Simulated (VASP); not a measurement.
# MgS (Fm-3m) in VASP: a series of runs, part 2 of 2

VASP 6.6.1.

**3. Phonons, r2SCAN**

This run uses another cell than the first one, of 15.90 Å³/atom.

INCAR reads:

```
PREC = Accurate ; ENCUT = 520
EDIFF = 1E-8 ; ISMEAR = 0
SIGMA = 0.01 ; LREAL = False
LASPH = True ; NELM = 60
ALGO = Normal ; ISIF = 2
LWAVE = False ; LCHARG = True
METAGGA = R2SCAN ; LMIXTAU = True
IBRION = 6 ; NFREE = 2
POTIM = 0.015 ; NSW = 1
```

KPOINTS reads:

```
regular mesh
0
Gamma
  8 8 8
```

POSCAR reads:

```
MgS
1.0
    2.5145486802      2.5145486802      0.0000000000
   -2.5145486802      2.5145486802      0.0000000000
    0.0000000000      2.5145486802      2.5145486802
Mg S
1 1
Direct
    0.0000000000      0.0000000000      0.0000000000
    0.5000000000      0.5000000000      0.0000000000
```

Potentials or basis: VASP PAW PBE potentials, release 64 (Mg, S).

On the command line:

```sh
cat potpaw_PBE.64/Mg/POTCAR potpaw_PBE.64/S/POTCAR > POTCAR
mpirun -np 1 vasp_std > vasp.out
```

OUTCAR:

```text
PREC = Accurate
   ENCUT = 520
   EDIFF = 1E-8
   ISMEAR = 0
   LREAL = False
   LASPH = True
   NELM = 60
   ISIF = 2
   METAGGA = R2SCAN
   IBRION = 6
   NFREE = 2
   POTIM = 0.015
   NSW = 1

 ion  position               nearest neighbor table
   1  0.000  0.000  0.000-   2 2.51   2 2.51   2 2.51   2 2.51   2 2.51   2 2.51
   2  0.500  0.500  0.000-   1 2.51   1 2.51   1 2.51   1 2.51   1 2.51   1 2.51

  LATTYP: Found a face centered cubic cell.
 ALAT       =     5.0290973604

  Lattice vectors:

 A1 = (   0.0000000000,   2.5145486802,   2.5145486802)
 A2 = (   2.5145486802,   0.0000000000,   2.5145486802)
 A3 = (   2.5145486802,   2.5145486802,   0.0000000000)

Analysis of symmetry for initial positions (statically):
=====================================================================
 Subroutine PRICEL returns:
 Original cell was already a primitive cell.

 Routine SETGRP: Setting up the symmetry group for a
 face centered cubic supercell.

 Subroutine GETGRP returns: Found 48 space group operations
 (whereof 48 operations were pure point group operations)
 out of a pool of 48 trial point group operations.

The static configuration has the point symmetry O_h .

Analysis of symmetry for dynamics (positions and initial velocities):
=====================================================================
 Subroutine PRICEL returns:
 Original cell was already a primitive cell.

 Routine SETGRP: Setting up the symmetry group for a
 face centered cubic supercell.

 Subroutine GETGRP returns: Found 48 space group operations
 (whereof 48 operations were pure point group operations)
 out of a pool of 48 trial point group operations.

The dynamic configuration has the point symmetry O_h .

 Subroutine INISYM returns: Found 48 space group operations
[... 308 lines left out ...]
 k-point     1 :       0.0000    0.0000    0.0000
  band No.  band energies     occupation
      1      -9.3689      2.00000
      2       4.4562      2.00000
      3       4.4566      2.00000
      4       4.4566      2.00000
      5       9.9891      0.00000
      6      12.8913      0.00000
      7      12.8913      0.00000
      8      12.8917      0.00000
[... 243 lines left out ...]
 k-point    24 :       0.5000    0.2500    0.1250
  band No.  band energies     occupation
      1      -7.5068      2.00000
      2      -0.4344      2.00000
      3       1.9606      2.00000
      4       3.0793      2.00000
      5      10.8976      0.00000
      6      11.4342      0.00000
      7      13.8824      0.00000
      8      15.1708      0.00000

 [... further k-points ...]

------------------------ aborting loop because EDIFF is reached ----------------------------------------

  FORCE on cell =-STRESS in cart. coord.  units (eV):
  Direction    XX          YY          ZZ          XY          YZ          ZX
  --------------------------------------------------------------------------------------
  -------------------------------------------------------------------------------------
  Total        1.8874368      1.8789187      1.8789187      0.0000000     -0.0000000      0.0000000
  in kB       95.0983238     94.6691397     94.6691397      0.0000000     -0.0000000      0.0000000
  external PRESSURE =      94.8122010 kB  Pullay stress =       0.0000000 kB
[... 17 lines left out ...]
  FREE ENERGIE OF THE ION-ELECTRON SYSTEM (eV)
  ---------------------------------------------------
  free  energy   TOTEN  =       -15.4220402010 eV

  energy  without entropy=      -15.4220402010  energy(sigma->0) =      -15.42204020

 INTERNAL STRAIN TENSORS FROM DISPLACED ATOMS
 ============================================

 INTERNAL STRAIN TENSOR FOR ION    1 for displacements in x,y,z  (eV/Angst):
          X           Y           Z          XY          YZ          ZX
  --------------------------------------------------------------------------------
  x     0.00000     0.00000     0.00000     0.00000     0.00000     0.00000
  y     0.00000     0.00000     0.00000     0.00000     0.00000     0.00000
  z     0.00000     0.00000     0.00000     0.00000     0.00000     0.00000

 INTERNAL STRAIN TENSOR FOR ION    2 for displacements in x,y,z  (eV/Angst):
          X           Y           Z          XY          YZ          ZX
  --------------------------------------------------------------------------------
  x     0.00000     0.00000     0.00000     0.00000     0.00000     0.00000
  y     0.00000     0.00000     0.00000     0.00000     0.00000     0.00000
  z     0.00000     0.00000     0.00000     0.00000     0.00000     0.00000

 Eigenvectors and eigenvalues of the dynamical matrix
 ----------------------------------------------------

   1 f  =    9.230742 THz    57.998465 2PiTHz  307.904422 cm-1    38.175266 meV
             X         Y         Z           dx          dy          dz
      0.000000  0.000000  0.000000     0.757711   -0.000000    0.000000
      0.000000  2.514549  0.000000    -0.652590    0.000000    0.000000
[... 21 lines left out ...]
   6 f/i=    0.049311 THz     0.309828 2PiTHz    1.644829 cm-1     0.203933 meV
             X         Y         Z           dx          dy          dz
      0.000000  0.000000  0.000000    -0.652590   -0.000000    0.000000
      0.000000  2.514549  0.000000    -0.757711    0.000000    0.000000

 ELASTIC MODULI CONTR FROM IONIC RELAXATION (kBar)
 Direction    XX          YY          ZZ          XY          YZ          ZX
 --------------------------------------------------------------------------------
 XX           0.0000      0.0000      0.0000      0.0000      0.0000      0.0000
 YY           0.0000      0.0000      0.0000      0.0000      0.0000      0.0000
 ZZ           0.0000      0.0000      0.0000      0.0000      0.0000      0.0000
 XY           0.0000      0.0000      0.0000      0.0000      0.0000      0.0000
 YZ           0.0000      0.0000      0.0000      0.0000      0.0000      0.0000
 ZX           0.0000      0.0000      0.0000      0.0000      0.0000      0.0000
 --------------------------------------------------------------------------------
```

OSZICAR:

```text
N       E                     dE             d eps       ncg     rms          rms(c)
DAV:   1     0.182891646916E+02    0.18289E+02   -0.41154E+03   496   0.872E+02
DAV:   2    -0.159310837156E+02   -0.34220E+02   -0.31331E+02   640   0.114E+02
DAV:   3    -0.169306307085E+02   -0.99955E+00   -0.99955E+00   552   0.271E+01
[... 73 lines left out ...]
DAV:  11    -0.154220401758E+02   -0.37103E-07   -0.47550E-09   688   0.806E-04    0.137E-03
DAV:  12    -0.154220401250E+02    0.50816E-07   -0.17482E-09   512   0.641E-04    0.521E-04
DAV:  13    -0.154220402098E+02   -0.84794E-07   -0.91273E-09   592   0.967E-04    0.648E-05
DAV:  14    -0.154220401929E+02    0.16842E-07   -0.26557E-10   504   0.205E-04    0.833E-05
DAV:  15    -0.154220402010E+02   -0.80230E-08   -0.46602E-11   512   0.957E-05
   5 F= -.15422040E+02 E0= -.15422040E+02  d E =-.210092E-68
```

stdout:

```text
POSCAR found type information on POSCAR MgS
 POSCAR found :  2 types and       2 ions
 scaLAPACK will be used
 -----------------------------------------------------------------------------
|                                                                             |
|                                                                             |
|     You enforced a specific xc type in the INCAR file but a different       |
|     I HOPE YOU KNOW WHAT YOU ARE DOING!                                     |
|                                                                             |
 -----------------------------------------------------------------------------

 LDA part: xc-table for (None), standard interpolation
 POSCAR, INCAR and KPOINTS ok, starting setup
 FFT: planning ... GRIDC
 FFT: planning ... GRID_SOFT
 FFT: planning ... GRID
 WAVECAR not read
 entering main loop
 Found     2 degrees of freedom:
 Finite differences POTIM= 0.01500 DOF=   2
 bond charge predicted
 Finite differences progress:
 bond charge predicted
 Finite differences progress:
 bond charge predicted
 Finite differences progress:
 bond charge predicted
 Finite differences progress:
```

Wall time 4.5 min (1 thread of Intel Xeon Platinum 8259CL at 2.50GHz (Skylake/Cascade Lake), shared host); peak memory 0.19 GiB.

Results:

* Highest phonon frequency at Γ, LO-TO splitting left out: 308 cm⁻¹

Phonon frequencies in cm⁻¹ (negative: imaginary):
```
              q point           frequencies
(0.000, 0.000, 0.000)  -2 -2 -2 308 308 308
```

Caveat: the cell stands under pressure or tension, which shifts response properties; the PAW data sets were made with another functional, which shifts forces and pressure a little.

**4. Phonons, r2SCAN**

This run uses another cell than the first one, of 16.33 Å³/atom.

INCAR reads:

```
SYSTEM = MgS
PREC = Accurate ; ENCUT = 520
EDIFF = 1E-8 ; ISMEAR = 0
SIGMA = 0.01 ; LREAL = .FALSE.
LASPH = .TRUE. ; NELM = 100
ALGO = Normal ; ISIF = 2
LWAVE = .FALSE. ; LCHARG = .FALSE.
METAGGA = R2SCAN ; LMIXTAU = .TRUE.
NBANDS = 11 ; IBRION = 6
NFREE = 2 ; POTIM = 0.015
NSW = 1
```

KPOINTS reads:

```
Automatic mesh
0
G
  8 8 8
  0 0 0
```

POSCAR reads:

```
MgS
1.0
    2.5372448208      2.5372448208      0.0000000000
   -2.5372448208      2.5372448208      0.0000000000
    0.0000000000      2.5372448208      2.5372448208
Mg S
1 1
Direct
    0.0000000000      0.0000000000      0.0000000000
    0.5000000000      0.5000000000      0.0000000000
```

Potentials or basis: VASP PAW PBE potentials, release 64 (Mg, S).

On the command line:

```sh
cat potpaw_PBE.64/Mg/POTCAR potpaw_PBE.64/S/POTCAR > POTCAR
mpirun -np 1 vasp_std > vasp.out
```

OUTCAR:

```text
SYSTEM = MgS
   PREC = Accurate
   ENCUT = 520
   EDIFF = 1E-8
   ISMEAR = 0
   LREAL = .FALSE.
   LASPH = .TRUE.
   NELM = 100
   ISIF = 2
   METAGGA = R2SCAN
   IBRION = 6
   NFREE = 2
   POTIM = 0.015
   NSW = 1

 ion  position               nearest neighbor table
   1  0.000  0.000  0.000-   2 2.54   2 2.54   2 2.54   2 2.54   2 2.54   2 2.54
   2  0.500  0.500  0.000-   1 2.54   1 2.54   1 2.54   1 2.54   1 2.54   1 2.54

  LATTYP: Found a face centered cubic cell.
 ALAT       =     5.0744896416

  Lattice vectors:

 A1 = (   0.0000000000,   2.5372448208,   2.5372448208)
 A2 = (   2.5372448208,   0.0000000000,   2.5372448208)
 A3 = (   2.5372448208,   2.5372448208,   0.0000000000)

Analysis of symmetry for initial positions (statically):
[... 679 lines left out ...]
  Total        1.3230921      1.3151308      1.3151308      0.0000000      0.0000000      0.0000000
  in kB       64.8908625     64.5004000     64.5004000      0.0000000      0.0000000      0.0000000
  external PRESSURE =      64.6305542 kB  Pullay stress =       0.0000000 kB
[... 17 lines left out ...]
  FREE ENERGIE OF THE ION-ELECTRON SYSTEM (eV)
  ---------------------------------------------------
  free  energy   TOTEN  =       -15.4653088820 eV

  energy  without entropy=      -15.4653088820  energy(sigma->0) =      -15.46530888

 INTERNAL STRAIN TENSORS FROM DISPLACED ATOMS
 ============================================

 INTERNAL STRAIN TENSOR FOR ION    1 for displacements in x,y,z  (eV/Angst):
          X           Y           Z          XY          YZ          ZX
  --------------------------------------------------------------------------------
  x     0.00000     0.00000     0.00000     0.00000     0.00000     0.00000
  y     0.00000     0.00000     0.00000     0.00000     0.00000     0.00000
  z     0.00000     0.00000     0.00000     0.00000     0.00000     0.00000

 INTERNAL STRAIN TENSOR FOR ION    2 for displacements in x,y,z  (eV/Angst):
          X           Y           Z          XY          YZ          ZX
  --------------------------------------------------------------------------------
  x     0.00000     0.00000     0.00000     0.00000     0.00000     0.00000
  y     0.00000     0.00000     0.00000     0.00000     0.00000     0.00000
  z     0.00000     0.00000     0.00000     0.00000     0.00000     0.00000

 Eigenvectors and eigenvalues of the dynamical matrix
 ----------------------------------------------------

   1 f  =    8.654746 THz    54.379375 2PiTHz  288.691265 cm-1    35.793139 meV
             X         Y         Z           dx          dy          dz
      0.000000  0.000000  0.000000     0.000000    0.758070   -0.000000
      0.000000  2.537245  0.000000     0.000000   -0.652173    0.000000
[... 21 lines left out ...]
   6 f/i=    0.050997 THz     0.320422 2PiTHz    1.701070 cm-1     0.210906 meV
             X         Y         Z           dx          dy          dz
      0.000000  0.000000  0.000000     0.652173   -0.000000    0.000000
      0.000000  2.537245  0.000000     0.758070    0.000000    0.000000

 ELASTIC MODULI CONTR FROM IONIC RELAXATION (kBar)
 Direction    XX          YY          ZZ          XY          YZ          ZX
 --------------------------------------------------------------------------------
 XX           0.0000      0.0000      0.0000      0.0000      0.0000      0.0000
 YY           0.0000      0.0000      0.0000      0.0000      0.0000      0.0000
 ZZ           0.0000      0.0000      0.0000      0.0000      0.0000      0.0000
 XY           0.0000      0.0000      0.0000      0.0000      0.0000      0.0000
 YZ           0.0000      0.0000      0.0000      0.0000      0.0000      0.0000
 ZX           0.0000      0.0000      0.0000      0.0000      0.0000      0.0000
 --------------------------------------------------------------------------------
```

OSZICAR:

```text
N       E                     dE             d eps       ncg     rms          rms(c)
DAV:   1     0.149273462999E+02    0.14927E+02   -0.38515E+03   662   0.631E+02
DAV:   2    -0.156808875190E+02   -0.30608E+02   -0.28735E+02   801   0.103E+02
DAV:   3    -0.169906143560E+02   -0.13097E+01   -0.13078E+01   774   0.232E+01
[... 67 lines left out ...]
DAV:   7    -0.154653066891E+02   -0.42460E-05   -0.36261E-06  1526   0.164E-02    0.982E-03
DAV:   8    -0.154653072554E+02   -0.56629E-06   -0.22794E-06  1479   0.103E-02    0.436E-03
DAV:   9    -0.154653088295E+02   -0.15740E-05   -0.11983E-06  1453   0.835E-03    0.118E-03
DAV:  10    -0.154653088564E+02   -0.26894E-07   -0.57086E-07  1448   0.593E-03    0.240E-03
DAV:  11    -0.154653088798E+02   -0.23435E-07   -0.63891E-09  1192   0.796E-04    0.214E-03
DAV:  12    -0.154653088820E+02   -0.22270E-08   -0.31358E-10   841   0.152E-04
   5 F= -.15465309E+02 E0= -.15465309E+02  d E =-.725831E-77
```

stdout:

```text
POSCAR found type information on POSCAR MgS
 POSCAR found :  2 types and       2 ions
 scaLAPACK will be used
 -----------------------------------------------------------------------------
|                                                                             |
|                                                                             |
|     You enforced a specific xc type in the INCAR file but a different       |
|     I HOPE YOU KNOW WHAT YOU ARE DOING!                                     |
|                                                                             |
 -----------------------------------------------------------------------------

 LDA part: xc-table for (None), standard interpolation
 POSCAR, INCAR and KPOINTS ok, starting setup
 FFT: planning ... GRIDC
 FFT: planning ... GRID_SOFT
 FFT: planning ... GRID
 WAVECAR not read
 entering main loop
 Found     2 degrees of freedom:
 Finite differences POTIM= 0.01500 DOF=   2
 bond charge predicted
 Finite differences progress:
 bond charge predicted
 Finite differences progress:
 bond charge predicted
 Finite differences progress:
 bond charge predicted
 Finite differences progress:
```

It took 5.5 min on 1 thread of Intel Xeon Platinum 8259CL at 2.50GHz (Skylake/Cascade Lake), shared host; peak memory 0.19 GiB.

What came out:

```
Highest phonon frequency at Γ, LO-TO splitting left out : 289 cm⁻¹
```

Phonon frequencies in cm⁻¹ (negative: imaginary):
```csv
q point,frequencies
"(0.000, 0.000, 0.000)",-2 -2 -2 289 289 289
```

Caveat: the cell stands under pressure or tension, which shifts response properties; the PAW data sets were made with another functional, which shifts forces and pressure a little.
